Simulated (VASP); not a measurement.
# CsBr (R-3m) in VASP: relaxation of the atoms with PBEsol

Aim: the relaxation of the atoms of CsBr with PBEsol.

Everything below comes from runs of VASP 6.6.1. Logs are shortened: lines on timing, memory, paths and dates and some standing lists are left out, and cuts for length are marked.

## (1) The cell of the first run

The structure is trigonal, space group R-3m (No. 166). The conventional cell has a = 5.982 Å, b = 5.982 Å, c = 7.381 Å, α = 90.00°, β = 90.00°, γ = 120.00°. Within 4.8 Å of Cs (site symmetry -3m) lie 8 Br at 3.67 to 3.69 Å and 6 Cs at 4.24 Å. Within 4.8 Å of Br (site symmetry -3m) lie 8 Cs at 3.67 to 3.69 Å and 6 Br at 4.24 Å.

## (2) Relaxation of the atoms, PBEsol, non-collinear spin, zero start, spin-orbit coupling (equal xy, yz and zx engineering shears of +0.5 %)

File INCAR:

```
PREC = Accurate
ENCUT = 450
EDIFF = 1E-7
ISMEAR = 0
SIGMA = 0.01
LREAL = F
LASPH = T
NELM = 200
ALGO = Normal
ISIF = 2
LWAVE = F
LCHARG = F
LNONCOLLINEAR = T
MAGMOM = 0 0 0 0 0 0
LORBIT = 11
LSORBIT = T
GGA_COMPAT = F
LORBMOM = T
GGA = PS
IBRION = 2
NSW = 50
EDIFFG = -0.002
NELMIN = 4
KPAR = 4
```

File KPOINTS:

```
Automatic mesh
0
Gamma
  6 6 6
```

File POSCAR:

```
CsBr
1.0
    4.2401720674      0.0106004302      0.0106004302
    0.0106004302      4.2401720674      0.0106004302
    0.0106004302      0.0106004302      4.2401720674
Cs Br
1 1
Direct
    0.0000000000      0.0000000000      0.0000000000
    0.5000000000      0.5000000000      0.5000000000
```

Potentials or basis: VASP PAW PBE potentials, release 64 (Cs_sv, Br).

Launch:

```bash
$ cat potpaw_PBE.64/Cs_sv/POTCAR potpaw_PBE.64/Br/POTCAR > POTCAR
$ mpirun -np 4 vasp_ncl > vasp.out
```

OUTCAR:

```text
PREC = Accurate
   ENCUT = 450
   EDIFF = 1E-7
   ISMEAR = 0
   LREAL = F
   LASPH = T
   NELM = 200
   ISIF = 2
   LNONCOLLINEAR = T
   LORBIT = 11
   LSORBIT = T
   GGA = PS
   IBRION = 2
   NSW = 50
   EDIFFG = -0.002
   NELMIN = 4

 ion  position               nearest neighbor table
   1  0.000  0.000  0.000-
   2  0.500  0.500  0.500-

  LATTYP: Found a trigonal (rhomboedric) cell.
 ALAT       =     4.2401985684
 COS(alpha) =     0.0050061874

  Lattice vectors:

 A1 = (   4.2401720674,   0.0106004302,   0.0106004302)
 A2 = (   0.0106004302,   4.2401720674,   0.0106004302)
 A3 = (   0.0106004302,   0.0106004302,   4.2401720674)

Analysis of symmetry for initial positions (statically):
=====================================================================
 Subroutine PRICEL returns:
 Original cell was already a primitive cell.

 Routine SETGRP: Setting up the symmetry group for a
 trigonal (rhombohedral) supercell.

 Subroutine GETGRP returns: Found 12 space group operations
 (whereof 12 operations were pure point group operations)
 out of a pool of 12 trial point group operations.

The static configuration has the point symmetry D_3d.

Analysis of symmetry for dynamics (positions and initial velocities):
=====================================================================
 Subroutine PRICEL returns:
 Original cell was already a primitive cell.

 Routine SETGRP: Setting up the symmetry group for a
 trigonal (rhombohedral) supercell.

 Subroutine GETGRP returns: Found 12 space group operations
 (whereof 12 operations were pure point group operations)
 out of a pool of 12 trial point group operations.

The dynamic configuration has the point symmetry D_3d.

Analysis of structural, dynamic, and magnetic symmetry:
=====================================================================
 Subroutine PRICEL returns:
 Original cell was already a primitive cell.

 Routine SETGRP: Setting up the symmetry group for a
 trigonal (rhombohedral) supercell.

 Subroutine GETGRP returns: Found 12 space group operations
 (whereof 12 operations were pure point group operations)
 out of a pool of 12 trial point group operations.

The overall configuration has the point symmetry D_3d.

[... 829 lines left out ...]
      0.00000      0.00000      0.00000        -0.000000      0.000000      0.000000
      2.13069      2.13069      2.13069         0.000000     -0.000000      0.000000
 -----------------------------------------------------------------------------------
    total drift:                                0.000000      0.000000      0.000000

  FREE ENERGIE OF THE ION-ELECTRON SYSTEM (eV)
  ---------------------------------------------------
  free  energy   TOTEN  =        -6.5370580553 eV

  energy  without entropy=       -6.5370580553  energy(sigma->0) =       -6.53705806

 reached required accuracy - stopping structural energy minimisation

 orbital moment (x)

 # of ion     p       d       tot
 ----------------------------------------
  1         0.000   0.000   0.000
  2        -0.000  -0.000  -0.000
 ----------------------------------------
            0.000   0.000   0.000

 orbital moment (y)

 # of ion     p       d       tot
 ----------------------------------------
  1        -0.000  -0.000  -0.000
  2         0.000   0.000   0.000
 ----------------------------------------
           -0.000  -0.000  -0.000

 orbital moment (z)

 # of ion     p       d       tot
 ----------------------------------------
  1         0.000   0.000   0.000
  2         0.000   0.000   0.000
 ----------------------------------------
            0.000   0.000   0.000

 Spin-Orbit-Coupling matrix elements

 Ion:    1  E_soc:     -0.3286610
 l=   1
     0.0000000    -0.0547259    -0.0547259
    -0.0547259     0.0000000    -0.0547259
    -0.0547259    -0.0547259     0.0000000
 l=   2
     0.0000000    -0.0000171     0.0000000    -0.0000171    -0.0000339
    -0.0000171     0.0000000    -0.0000254    -0.0000171    -0.0000085
     0.0000000    -0.0000254     0.0000000    -0.0000254     0.0000000
    -0.0000171    -0.0000171    -0.0000254     0.0000000    -0.0000085
    -0.0000339    -0.0000085     0.0000000    -0.0000085     0.0000000
 l=   3
     0.0000000     0.0000000     0.0000000     0.0000000     0.0000000     0.0000000     0.0000000
     0.0000000     0.0000000     0.0000000     0.0000000     0.0000000     0.0000000     0.0000000
     0.0000000     0.0000000     0.0000000     0.0000000     0.0000000     0.0000000     0.0000000
     0.0000000     0.0000000     0.0000000     0.0000000     0.0000000     0.0000000     0.0000000
     0.0000000     0.0000000     0.0000000     0.0000000     0.0000000     0.0000000     0.0000000
     0.0000000     0.0000000     0.0000000     0.0000000     0.0000000     0.0000000     0.0000000
     0.0000000     0.0000000     0.0000000     0.0000000     0.0000000     0.0000000     0.0000000

 Ion:    2  E_soc:     -0.0530969
 l=   1
     0.0000000    -0.0088484    -0.0088484
    -0.0088484     0.0000000    -0.0088484
    -0.0088484    -0.0088484     0.0000000
 l=   2
     0.0000000    -0.0000004     0.0000000    -0.0000004    -0.0000007
    -0.0000004     0.0000000    -0.0000005    -0.0000004    -0.0000002
     0.0000000    -0.0000005     0.0000000    -0.0000005     0.0000000
    -0.0000004    -0.0000004    -0.0000005     0.0000000    -0.0000002
    -0.0000007    -0.0000002     0.0000000    -0.0000002     0.0000000
 l=   3
     0.0000000     0.0000000     0.0000000     0.0000000     0.0000000     0.0000000     0.0000000
     0.0000000     0.0000000     0.0000000     0.0000000     0.0000000     0.0000000     0.0000000
     0.0000000     0.0000000     0.0000000     0.0000000     0.0000000     0.0000000     0.0000000
     0.0000000     0.0000000     0.0000000     0.0000000     0.0000000     0.0000000     0.0000000
     0.0000000     0.0000000     0.0000000     0.0000000     0.0000000     0.0000000     0.0000000
     0.0000000     0.0000000     0.0000000     0.0000000     0.0000000     0.0000000     0.0000000
     0.0000000     0.0000000     0.0000000     0.0000000     0.0000000     0.0000000     0.0000000

 total charge

# of ion       s       p       d       tot
------------------------------------------
    1        1.850   4.687   0.035   6.572
    2        1.595   3.264   0.002   4.861
--------------------------------------------------
tot          3.445   7.951   0.037  11.434

 magnetization (x)

# of ion       s       p       d       tot
------------------------------------------
    1        0.000   0.000   0.000   0.000
    2        0.000   0.000   0.000   0.000
--------------------------------------------------
tot          0.000   0.000   0.000   0.000

 magnetization (y)

# of ion       s       p       d       tot
------------------------------------------
    1        0.000   0.000   0.000   0.000
    2        0.000   0.000  -0.000  -0.000
--------------------------------------------------
tot          0.000   0.000   0.000   0.000

 magnetization (z)

# of ion       s       p       d       tot
------------------------------------------
    1        0.000  -0.000   0.000  -0.000
    2        0.000   0.000   0.000   0.000
--------------------------------------------------
tot          0.000  -0.000   0.000  -0.000
```

OSZICAR:

```text
N       E                     dE             d eps       ncg     rms          rms(c)
DAV:   1     0.970249223170E+02    0.97025E+02   -0.60580E+03  1536   0.101E+03
DAV:   2     0.154584040837E+01   -0.95479E+02   -0.90726E+02  2248   0.186E+02
DAV:   3    -0.668814402260E+01   -0.82340E+01   -0.82066E+01  1952   0.611E+01
DAV:   4    -0.677716280850E+01   -0.89019E-01   -0.88995E-01  1856   0.750E+00
DAV:   5    -0.677791915414E+01   -0.75635E-03   -0.75628E-03  1944   0.679E-01    0.181E+00
DAV:   6    -0.657065038242E+01    0.20727E+00   -0.30372E-01  1744   0.298E+00    0.103E+00
DAV:   7    -0.653610206920E+01    0.34548E-01   -0.16674E-01  1968   0.213E+00    0.693E-01
DAV:   8    -0.653640780472E+01   -0.30574E-03   -0.62327E-03  1912   0.527E-01    0.417E-01
DAV:   9    -0.653692570698E+01   -0.51790E-03   -0.24791E-03  1784   0.421E-01    0.877E-02
DAV:  10    -0.653701406659E+01   -0.88360E-04   -0.54034E-04  1904   0.126E-01    0.471E-02
DAV:  11    -0.653705718632E+01   -0.43120E-04   -0.82978E-05  1808   0.713E-02    0.712E-03
DAV:  12    -0.653705779959E+01   -0.61327E-06   -0.33105E-06  1944   0.124E-02    0.289E-03
DAV:  13    -0.653705796843E+01   -0.16884E-06   -0.61546E-07  1848   0.508E-03    0.180E-03
DAV:  14    -0.653705805528E+01   -0.86853E-07   -0.31161E-07  1832   0.365E-03
   1 F= -.65370581E+01 E0= -.65370581E+01  d E =-.653706E+01  mag=     0.0000    -0.0000    -0.0000
```

CONTCAR:

```text
CsBr
   1.00000000000000
     4.2401720673999996    0.0106004302000000    0.0106004302000000
     0.0106004302000000    4.2401720673999996    0.0106004302000000
     0.0106004302000000    0.0106004302000000    4.2401720673999996
  Cs              Br
     1     1
Direct
     0.0000000000000000    0.0000000000000000    0.0000000000000000
     0.5000000000000000    0.5000000000000000    0.5000000000000000

  0.00000000E+00  0.00000000E+00  0.00000000E+00
  0.00000000E+00  0.00000000E+00  0.00000000E+00
```

Wall time 56 s (4 MPI ranks of AMD EPYC 7R13 (Zen 3), shared host); peak memory 0.3 GiB.

What came out:

```yaml
Free_energy: -6.5371 eV
Pressure_after_relaxing: 0.1 GPa
Net_moment: 0.00 μB per cell
Valence_electrons_inside_the_program's_atomic_spheres: Cs 6.57; Br 4.86
```

Final structure:
```
CELL_PARAMETERS angstrom
4.24017 0.01060 0.01060
0.01060 4.24017 0.01060
0.01060 0.01060 4.24017
ATOMIC_POSITIONS crystal
Cs 0.00000 0.00000 0.00000
Br 0.50000 0.50000 0.50000
```

Moments on the atoms (μB; x, y, z):
```
Cs  0.00 0.00 0.00
Br  0.00 0.00 0.00
```

Caveat: the cell differs from its parent crystal (equal xy, yz and zx engineering shears of +0.5 %); the relaxation stopped at its first step, so nothing moved; the PAW data sets were made with another functional, which shifts forces and pressure a little.
